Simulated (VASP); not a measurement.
Runs of VASP 6.6.1 on AlCu5. The structure is that of space group P6/mmm (No. 191), or close to it. The cells are those of the table. 

```tsv
task	cell	k mesh	cutoff (eV)	gap on the mesh (eV)	pressure (GPa)	relaxed volume (Å³/atom)
single point	a = 3.854, b = 3.854, c = 4.694 Å, angles 90.0, 90.0, 120.0°, 6 atoms	6 × 6 × 4	520	none	262.9	-
relaxation of cell and atoms	relaxed from a = 3.854, b = 3.854, c = 4.694 Å, angles 90.0, 90.0, 120.0°, 6 atoms	6 × 6 × 4	600	none	-0.1	(a)
relaxation of cell and atoms	relaxed from a = 8.004, b = 8.004, c = 2.380 Å, angles 90.0, 90.0, 120.0°, 6 atoms	3 × 3 × 8	600	none	-0.1	21.85
single point	a = 8.004, b = 8.004, c = 2.380 Å, angles 90.0, 90.0, 120.0°, 6 atoms	6 × 6 × 4	520	none	0.0	-
single point	a = 7.910, b = 7.910, c = 2.406 Å, angles 90.0, 90.0, 120.0°, 6 atoms	6 × 6 × 16	520	none	0.2	-
single point	a = 7.889, b = 7.889, c = 2.409 Å, angles 90.0, 90.0, 120.0°, 6 atoms	3 × 3 × 8	520	none	0.2	-
```

Alike in all rows: level PBE; potentials or basis VASP PAW PBE potentials, release 64 (Al, Cu); no spin polarisation; smearing gaussian 0.1 eV.

Fill in the values left out.

(a) 15.54.

Caveats: some runs use coarse meshes; the volume moved by over 15 % at a fixed basis, so the end points are rough (some runs).

A gap of «none» marks levels without a gap at the run's occupations.
